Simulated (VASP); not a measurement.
Write the native input for VASP 6.6.1 that does the following.

| Property | Result |
| --- | --- |
| Task | single point |
| Functional | PBEsol |
| Potentials or basis | VASP PAW PBE potentials, release 64 (Pd) |
| Cutoff | 520 eV |
| k mesh | 12 × 12 × 12 |
| Occupations | fermi-dirac, width 0.05 eV |
| Spin | no spin polarisation |
| Dipole correction | no |
| Further INCAR settings | ALGO = Normal; EDIFF = 1e-06; NBANDS = 11 |

The structure of Pd lies in POSCAR:

```
Pd
1.0
   -1.5190113029      1.5190113029      1.5190113029
    1.5190113029     -1.5190113029      1.5190113029
    1.5190113029      1.5190113029     -1.5190113029
Pd
1
Direct
    0.0000000000      0.0000000000      0.0000000000
```

One way to write it, as run:

INCAR

```
PREC = Accurate
ENCUT = 520
EDIFF = 1E-6
ISMEAR = -1
SIGMA = 0.05
LREAL = False
LASPH = True
NELM = 60
ALGO = Normal
ISIF = 2
LWAVE = False
LCHARG = False
GGA = PS
NBANDS = 11
```

KPOINTS

```
regular mesh
0
Gamma
  12 12 12
```

Potentials or basis: VASP PAW PBE potentials, release 64 (Pd).

The run is started by

```sh
$ cat potpaw_PBE.64/Pd/POTCAR > POTCAR
$ mpirun -np 1 vasp_std > vasp.out
```

It gave:

- Pressure: 9.6 GPa
- Band gap on the k mesh: zero (band 5 reaches 11.18 eV, above the bottom of band 6 at 9.33 eV)

Caveat: the PAW data sets were made with another functional, which shifts forces and pressure a little.

Wall time 19 s on 1 thread of AMD EPYC 7R13, with other jobs on the host, peak memory 0.1 GiB.
